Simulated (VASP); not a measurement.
# MoS2 (P6_3/mmc) in VASP: further runs

Runs on MoS2. Level: PBE+D3(BJ). Tasks: single point.

Everything below comes from runs of VASP 6.6.1. Logs are shortened: lines on timing, memory, paths and dates and some standing lists are left out, and cuts for length are marked.

### 1 The cell of the first run

It takes space group P6_3/mmc (No. 194, hexagonal). Conventional cell: a = 3.244 Å, b = 3.244 Å, c = 11.909 Å, α = 90.00°, β = 90.00°, γ = 120.00°. Within 3.3 Å of Mo (site symmetry -6m2) lie 6 S at 2.43 Å and 6 Mo at 3.24 Å. Within 3.5 Å of S (site symmetry 3m) lie 3 Mo at 2.43 Å and 10 S at 3.08 to 3.43 Å.

### 2 Single point, PBE+D3(BJ) (strain +0.030 along x and y, -0.015 along z)

INCAR reads:

```
SYSTEM = MoS2
PREC     = Accurate       ! precision mode
ENCUT    = 520            ! plane-wave cutoff, eV
EDIFF    = 1E-7           ! SCF threshold, eV
ISMEAR   = 0              ! smearing method
SIGMA    = 0.05           ! smearing width, eV
LREAL    = .False.        ! projectors in reciprocal space
LASPH    = .True.         ! aspherical terms in the spheres
NELM     = 60             ! most SCF steps
ALGO     = Normal         ! electronic algorithm
ISIF     = 2              ! what is computed and relaxed
LWAVE    = .False.        ! write WAVECAR
LCHARG   = .False.        ! write CHGCAR
GGA      = PE             ! functional
IVDW     = 12             ! dispersion correction
NBANDS   = 35             ! bands
```

KPOINTS reads:

```
Automatic mesh
0
Gamma
  12 12 4
  0 0 0
```

POSCAR reads:

```
MoS2
1.0
    3.2438316594      0.0000000000      0.0000000000
   -1.6219158297      2.8092406226      0.0000000000
    0.0000000000      0.0000000000     11.9093925757
Mo S
2 4
Direct
    0.3333333333      0.6666666667      0.2500000000
    0.6666666667      0.3333333333      0.7500000000
    0.3333333333      0.6666666667      0.6204905688
    0.6666666667      0.3333333333      0.1204905688
    0.3333333333      0.6666666667      0.8795094312
    0.6666666667      0.3333333333      0.3795094312
```

Potentials or basis: VASP PAW PBE potentials, release 64 (Mo_sv, S).

The run is started by

```sh
cat potpaw_PBE.64/Mo_sv/POTCAR potpaw_PBE.64/S/POTCAR > POTCAR
mpirun -np 1 vasp_std > vasp.out
```

OUTCAR:

```text
SYSTEM = MoS2
   PREC = Accurate
   ENCUT = 520
   EDIFF = 1E-7
   ISMEAR = 0
   LREAL = .False.
   LASPH = .True.
   NELM = 60
   ISIF = 2
   GGA = PE
   IVDW = 12
 IVDW          = 12

 ion  position               nearest neighbor table
   1  0.333  0.667  0.250-   4 2.43   6 2.43   4 2.43   6 2.43   4 2.43   6 2.43
   2  0.667  0.333  0.750-   3 2.43   5 2.43   3 2.43   5 2.43   3 2.43   5 2.43
   3  0.333  0.667  0.620-   2 2.43   2 2.43   2 2.43
   4  0.667  0.333  0.120-   1 2.43   1 2.43   1 2.43
   5  0.333  0.667  0.880-   2 2.43   2 2.43   2 2.43
   6  0.667  0.333  0.380-   1 2.43   1 2.43   1 2.43

  LATTYP: Found a hexagonal cell.
 ALAT       =     3.2438316594
 C/A-ratio  =     3.6713966155

  Lattice vectors:

 A1 = (   3.2438316594,   0.0000000000,   0.0000000000)
 A2 = (  -1.6219158297,   2.8092406226,   0.0000000000)
 A3 = (   0.0000000000,   0.0000000000,  11.9093925757)

Analysis of symmetry for initial positions (statically):
=====================================================================
 Subroutine PRICEL returns:
 Original cell was already a primitive cell.

 Routine SETGRP: Setting up the symmetry group for a
 hexagonal supercell.

 Subroutine GETGRP returns: Found 24 space group operations
 (whereof 12 operations were pure point group operations)
 out of a pool of 24 trial point group operations.

The static configuration has the point symmetry D_3d.
 The point group associated with its full space group is D_6h.

Analysis of symmetry for dynamics (positions and initial velocities):
=====================================================================
 Subroutine PRICEL returns:
 Original cell was already a primitive cell.

 Routine SETGRP: Setting up the symmetry group for a
 hexagonal supercell.

 Subroutine GETGRP returns: Found 24 space group operations
 (whereof 12 operations were pure point group operations)
 out of a pool of 24 trial point group operations.

The dynamic configuration has the point symmetry D_3d.
 The point group associated with its full space group is D_6h.

 Subroutine INISYM returns: Found 24 space group operations
 (whereof 12 operations are pure point group operations),
 and found     1 'primitive' translations

----------------------------------------------------------------------------------------

                                     Primitive cell

  volume of cell :     108.5268

  direct lattice vectors                    reciprocal lattice vectors
     3.243831659  0.000000000  0.000000000     0.308277403  0.177984042  0.000000000
    -1.621915830  2.809240623  0.000000000     0.000000000  0.355968083  0.000000000
     0.000000000  0.000000000 11.909392576     0.000000000  0.000000000  0.083967339

  length of vectors
     3.243831659  3.243831659 11.909392576     0.355968083  0.355968083  0.083967339

  position of ions in fractional coordinates (direct lattice)
     0.333333333  0.666666667  0.250000000
     0.666666667  0.333333333  0.750000000
     0.333333333  0.666666667  0.620490569
     0.666666667  0.333333333  0.120490569
     0.333333333  0.666666667  0.879509431
     0.666666667  0.333333333  0.379509431

  ion indices of the primitive-cell ions
   primitive index   ion index
                 1           1
                 2           2
                 3           3
                 4           4
                 5           5
                 6           6

----------------------------------------------------------------------------------------

 KPOINTS: Automatic mesh

Automatic generation of k-mesh.
 Grid dimensions read from file:
 generate k-points for:   12   12    4

 Generating k-lattice:

  Cartesian coordinates                     Fractional coordinates (reciprocal lattice)
     0.025689784  0.014832003  0.000000000     0.083333333  0.000000000  0.000000000
     0.000000000  0.029664007  0.000000000     0.000000000  0.083333333  0.000000000
     0.000000000  0.000000000  0.020991835     0.000000000  0.000000000  0.250000000

  Length of vectors
     0.029664007  0.029664007  0.020991835

  Shift w.r.t. Gamma in fractional coordinates (k-lattice)
     0.000000000  0.000000000  0.000000000

 Subroutine IBZKPT returns following result:
 ===========================================

 Found     57 irreducible k-points:

 Following reciprocal coordinates:
            Coordinates               Weight
  0.000000  0.000000  0.000000      1.000000
  0.083333  0.000000  0.000000      6.000000
  0.166667  0.000000  0.000000      6.000000
  0.250000  0.000000  0.000000      6.000000
  0.333333  0.000000  0.000000      6.000000
  0.416667  0.000000  0.000000      6.000000
[... 16 lines left out ...]
  0.250000  0.000000  0.250000     12.000000
  0.333333  0.000000  0.250000     12.000000
 [... further k-points ...]
   k-points           NKPTS =     57   k-points in BZ     NKDIM =     57   number of bands    NBANDS=     35
   number of dos      NEDOS =    301   number of ions     NIONS =      6
   total plane-waves  NPLWV =  51840
   dimension x,y,z NGX =    24 NGY =   24 NGZ =   90
   dimension x,y,z NGXF=    48 NGYF=   48 NGZF=  180
   ions per type =               2   4
   NGX,Y,Z   is equivalent  to a cutoff of  12.30, 12.30, 12.56 a.u.
   NGXF,Y,Z  is equivalent  to a cutoff of  24.60, 24.60, 25.13 a.u.
 SYSTEM =  MoS2
   PREC   = accura    normal or accurate (medium, high low for compatibility)
   ISTART =      0    job   : 0-new  1-cont  2-samecut
   ICHARG =      2    charge: 1-file 2-atom 10-const
   ISPIN  =      1    spin polarized calculation?
   LNONCOLLINEAR =      F non collinear calculations
   LSORBIT =      F    spin-orbit coupling
   LASPH  =      T    aspherical Exc in radial PAW
   ENCUT  =  520.0 eV  38.22 Ry    6.18 a.u.   6.03  6.03 22.14*2*pi/ulx,y,z
   NELM   =     60;   NELMIN=  2; NELMDL= -5     # of ELM steps
   EDIFF  = 0.1E-06   stopping-criterion for ELM
   LREAL  =      F    real-space projection
   EDIFFG = 0.1E-05   stopping-criterion for IOM
   NSW    =      0    number of steps for IOM
   IBRION =     -1    ionic relax: 0-MD 1-quasi-New 2-CG
   NFREE  =      0    steps in history (QN), initial steepest desc. (CG)
   ISIF   =      2    stress and relaxation
   ISYM   =      2    0-nonsym 1-usesym 2-fastsym
   POTIM  = 0.5000    time-step for ionic-motion
   TEBEG  =    0.0;   TEEND  =   0.0 temperature during run
   PSTRESS=    0.0 pullay stress
   NELECT =      52.0000    total number of electrons
   NUPDOWN=      -1.0000    fix difference up-down
   EMIN   =  10.00;   EMAX   =-10.00  energy-range for DOS
   EFERMI =   0.00;   METHOD = LEGACY
   ISMEAR =     0;   SIGMA  =   0.05  broadening in eV -4-tet -1-fermi 0-gaus
   EFERMI_NEDOS =   21; number of points for ismear=-14 and -15
   IALGO  =     38    algorithm
   IMIX   =      4    mixing-type and parameters
     AMIX     =   0.40;   BMIX     =  1.00
     AMIX_MAG =   1.60;   BMIX_MAG =  1.00
  volume/ion in A,a.u.               =      18.09       122.06
  Fermi-wavevector in a.u.,A,eV,Ry     =   1.281043  2.420820 22.328124  1.641071
  Thomas-Fermi vector in A             =   2.413436
   LORBIT       =      0    0 simple, 1 ext, 2 COOP (PROOUT), +10 PAW based schemes
   GGA     = PE    functional components
   LHFCALC =     F    Hartree Fock is set to
   AEXX    =    0.0000 exact exchange contribution
   IVDW    =    12    specifies the selected vdW correction
   LEPSILON=     F    determine dielectric tensor
   LRPA    =     F    only Hartree local field effects (RPA)
 non-spin polarized calculation
 Gauss-broadening in eV      SIGMA  =   0.05
  energy-cutoff  :      520.00
  volume of cell :      108.53
 maximum number of plane-waves:      2982
   NGX = 13   NGY = 13   NGZ = 45

 number of electron      52.0000004 magnetization

 Free energy of the ion-electron system (eV)
  ---------------------------------------------------
  ext. energy  EPLUGINS =         0.00000000
  ---------------------------------------------------
  free energy    TOTEN  =       -43.50189005 eV

  energy without entropy =      -43.50189005  energy(sigma->0) =      -43.50189005

 E-fermi :   7.8481     XC(G=0): -10.7995

 val. band max:        7.5909422609   @ k =   0.0000   0.0000   0.0000
 cond. band min:       8.1281498567   @ k =   0.3333   0.3333   0.0000
 fundamental gap:      0.5372075958
 Fermi energy:         7.8480725541

 k-point     1 :       0.0000    0.0000    0.0000
  band No.  band energies     occupation
      1     -54.2142      2.00000
      2     -54.2141      2.00000
      3     -28.3143      2.00000
      4     -28.3142      2.00000
      5     -28.1808      2.00000
      6     -28.1808      2.00000
[... 27 lines left out ...]
     34       9.7103      0.00000
     35      12.5369      0.00000

 k-point     2 :       0.0833    0.0000    0.0000
  band No.  band energies     occupation
      1     -54.2122      2.00000
      2     -54.2122      2.00000
      3     -28.3102      2.00000
      4     -28.3101      2.00000
      5     -28.2018      2.00000
      6     -28.2018      2.00000
[... 27 lines left out ...]
     34       9.6142      0.00000
     35      13.0061      0.00000

 k-point     3 :       0.1667    0.0000    0.0000
  band No.  band energies     occupation
      1     -54.2069      2.00000
      2     -54.2069      2.00000
      3     -28.2991      2.00000
      4     -28.2990      2.00000
      5     -28.2589      2.00000
      6     -28.2589      2.00000
[... 27 lines left out ...]
     34       9.9628      0.00000
     35      14.0236      0.00000
[... 723 lines left out ...]
 k-point    23 :       0.2500    0.0000    0.2500
  band No.  band energies     occupation
      1     -54.1996      2.00000
      2     -54.1996      2.00000
      3     -28.3360      2.00000
      4     -28.3360      2.00000
      5     -28.2839      2.00000
      6     -28.2839      2.00000
[... 27 lines left out ...]
     34      10.4197      0.00000
     35      14.6036      0.00000

 k-point    24 :       0.3333    0.0000    0.2500
  band No.  band energies     occupation
      1     -54.1924      2.00000
      2     -54.1923      2.00000
      3     -28.4121      2.00000
      4     -28.4121      2.00000
      5     -28.2687      2.00000
      6     -28.2686      2.00000
[... 27 lines left out ...]
     34      10.7888      0.00000
     35      13.8250      0.00000

 [... further k-points ...]

------------------------ aborting loop because EDIFF is reached ----------------------------------------

 Edisp (eV)   -2.50900

 E8    (eV) :    -1.0118

  FORCE on cell =-STRESS in cart. coord.  units (eV):
  Direction    XX          YY          ZZ          XY          YZ          ZX
  --------------------------------------------------------------------------------------
  -------------------------------------------------------------------------------------
  Total      -5.51213    -5.51213    -0.71921     0.00000     0.00000     0.00000
  in kB     -81.37533   -81.37533   -10.61763     0.00000     0.00000     0.00000
  external pressure =      -57.79 kB  Pullay stress =        0.00 kB

 VOLUME and BASIS-vectors are now :
 -----------------------------------------------------------------------------
  energy-cutoff  :      520.00
  volume of cell :      108.53
      direct lattice vectors                 reciprocal lattice vectors
     3.243831659  0.000000000  0.000000000     0.308277403  0.177984042  0.000000000
    -1.621915830  2.809240623  0.000000000     0.000000000  0.355968083  0.000000000
     0.000000000  0.000000000 11.909392576     0.000000000  0.000000000  0.083967339

 POSITION                                       TOTAL-FORCE (eV/Angst)
 -----------------------------------------------------------------------------------
     -0.00000      1.87283      2.97735         0.000000     -0.000000      0.000000
      1.62192      0.93641      8.93204        -0.000000      0.000000      0.000000
     -0.00000      1.87283      7.38967        -0.000000      0.000000      0.165827
      1.62192      0.93641      1.43497        -0.000000     -0.000000      0.165827
     -0.00000      1.87283     10.47442        -0.000000      0.000000     -0.165827
      1.62192      0.93641      4.51973         0.000000     -0.000000     -0.165827
 -----------------------------------------------------------------------------------
    total drift:                                0.000000     -0.000000      0.000000

  FREE ENERGIE OF THE ION-ELECTRON SYSTEM (eV)
  ---------------------------------------------------
  free  energy   TOTEN  =       -46.0108898606 eV

  energy  without entropy=      -46.0108898606  energy(sigma->0) =      -46.01088986
```

It took 96 s on 1 thread of Intel Xeon 6975P-C (Granite Rapids), shared host; peak memory 0.33 GiB.

What came out:

```
Free energy                : -46.0109 eV
Pressure                   : -5.8 GPa
Largest force              : 0.166 eV/Å
Band gap on the k mesh     : 0.54 eV (least direct gap 1.41 eV)
Dispersion energy per atom : -0.418 eV
```

Forces in eV/Å, atoms in the order of the input:
```
Mo   0.000  0.000  0.000
Mo   0.000  0.000  0.000
S    0.000  0.000  0.166
S    0.000  0.000  0.166
S    0.000  0.000 -0.166
S    0.000  0.000 -0.166
```

Stress tensor (GPa, compression positive):
```
-8.14  0.00  0.00
 0.00 -8.14  0.00
 0.00  0.00 -1.06
```

Levels at points of the mesh, in eV from the valence-band top:
```
           k point  band 23  band 24  band 25  band 26  band 27  band 28  band 29  band 30
(0.00, 0.00, 0.00)    -2.49    -1.09    -0.94     0.00     1.69     1.69     1.72     1.72
(0.50, 0.00, 0.00)    -2.20    -1.92    -1.63    -1.39     1.11     1.18     1.55     1.77
(0.00, 0.00, 0.50)    -2.49    -2.49    -0.20    -0.20     1.69     1.69     1.69     1.69
(0.50, 0.00, 0.50)    -2.06    -2.06    -1.49    -1.49     1.14     1.14     1.67     1.67
```

Caveat: the cell differs from its parent crystal (strain +0.030 along x and y, -0.015 along z); the stress differs along the axes, from -8 to -1 GPa; semilocal functionals underestimate gaps, and a narrow one can read as zero. A k mesh can miss the band edges.

### 3 Single point, PBE+D3(BJ) (strain +0.015 along x and y, +0.015 along z)

INCAR reads:

```
SYSTEM = MoS2
PREC = Accurate
ENCUT = 520
EDIFF = 1E-7
ISMEAR = 0
SIGMA = 0.05
LREAL = .False.
LASPH = .True.
NELM = 100
ALGO = Normal
ISIF = 2
LWAVE = .False.
LCHARG = .False.
GGA = PE
IVDW = 12
NBANDS = 35
```

KPOINTS reads:

```
regular mesh
0
Gamma
  12 12 4
  0 0 0
```

POSCAR: that of step 2 with these lines changed.

```diff
@@ -2,5 +2,5 @@
 1.0
-    3.2438316594      0.0000000000      0.0000000000
-   -1.6219158297      2.8092406226      0.0000000000
-    0.0000000000      0.0000000000     11.9093925757
+    3.1965913925      0.0000000000      0.0000000000
+   -1.5982956962      2.7683293514      0.0000000000
+    0.0000000000      0.0000000000     12.2721151923
 Mo S
```

Potentials or basis: VASP PAW PBE potentials, release 64 (Mo_sv, S).

The run is started by

```sh
cat potpaw_PBE.64/Mo_sv/POTCAR potpaw_PBE.64/S/POTCAR > POTCAR
mpirun -np 1 vasp_std > vasp.out
```

It took 1.7 min on 1 thread of Intel Xeon 6975P-C (Granite Rapids), shared host; peak memory 0.34 GiB.

Results (log left out):

| Quantity | Value |
| --- | --- |
| Free energy | -46.0713 eV |
| Pressure | -6.4 GPa |
| Largest force | 0.685 eV/Å |
| Band gap on the k mesh | 0.84 eV (least direct gap 1.61 eV) |
| Dispersion energy per atom | -0.418 eV |

Forces on the atoms (eV/Å):
```
Mo   0.000  0.000  0.000
Mo   0.000  0.000  0.000
S    0.000  0.000  0.685
S    0.000  0.000  0.685
S    0.000  0.000 -0.685
S    0.000  0.000 -0.685
```

Stress tensor (GPa, compression positive):
```
-6.14  0.00  0.00
 0.00 -6.14  0.00
 0.00  0.00 -6.96
```

Levels at points of the mesh, in eV from the valence-band top:
| k point | band 22 | band 23 | band 24 | band 25 | band 26 | band 27 | band 28 | band 29 | band 30 | band 31 |
| --- | --- | --- | --- | --- | --- | --- | --- | --- | --- | --- |
| (0.00, 0.00, 0.00) | -2.01 | -2.01 | -1.12 | -1.07 | 0.00 | 2.04 | 2.04 | 2.08 | 2.08 | 2.13 |
| (0.50, 0.00, 0.00) | -2.43 | -1.70 | -1.46 | -1.36 | -1.22 | 1.56 | 1.61 | 1.93 | 2.20 | 2.75 |
| (0.00, 0.00, 0.50) | -2.04 | -2.04 | -2.04 | -0.24 | -0.24 | 2.04 | 2.04 | 2.04 | 2.04 | 2.25 |
| (0.50, 0.00, 0.50) | -2.60 | -1.58 | -1.58 | -1.28 | -1.28 | 1.58 | 1.58 | 2.07 | 2.07 | 3.14 |

Caveat: the cell differs from its parent crystal (strain +0.015 along x and y, +0.015 along z); the cell stands under tension.

(Continued in part 2 of 2.)
